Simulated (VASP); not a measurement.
A run of VASP 6.6.1:

INCAR

```
SYSTEM = LiCl
PREC     = Accurate       ! precision mode
ENCUT    = 520            ! plane-wave cutoff, eV
EDIFF    = 1E-7           ! SCF threshold, eV
ISMEAR   = -1             ! smearing method
SIGMA    = 0.05           ! smearing width, eV
LREAL    = .FALSE.        ! projectors in reciprocal space
LASPH    = .TRUE.         ! aspherical terms in the spheres
NELM     = 60             ! most SCF steps
ALGO     = Normal         ! electronic algorithm
ISIF     = 2              ! what is computed and relaxed
LWAVE    = .FALSE.        ! write WAVECAR
LCHARG   = .FALSE.        ! write CHGCAR
GGA      = PS             ! functional
NBANDS   = 12             ! bands
```

File KPOINTS:

```
Automatic mesh
0
G
  9 9 9
  0 0 0
```

File POSCAR:

```
LiCl
1.0
    0.0000000000      2.6150723786      2.6150723786
    2.6150723786      0.0000000000      2.6150723786
    2.6150723786      2.6150723786      0.0000000000
Cl Li
1 1
Direct
    0.5000000000      0.5000000000      0.5000000000
    0.0000000000      0.0000000000      0.0000000000
```

Potentials or basis: VASP PAW PBE potentials, release 64 (Cl, Li_sv).

Command:

```bash
$ cat potpaw_PBE.64/Cl/POTCAR potpaw_PBE.64/Li_sv/POTCAR > POTCAR
$ mpirun -np 1 vasp_std > vasp.out
```

Hardware: 1 thread of Intel Xeon 6975P-C, on a shared host.

Q: Estimate the wall time of this run.

A: It took 14 s on 1 thread of Intel Xeon 6975P-C, on a shared host, peak memory 0.15 GiB. Counts: scf iterations 12, k points 35.
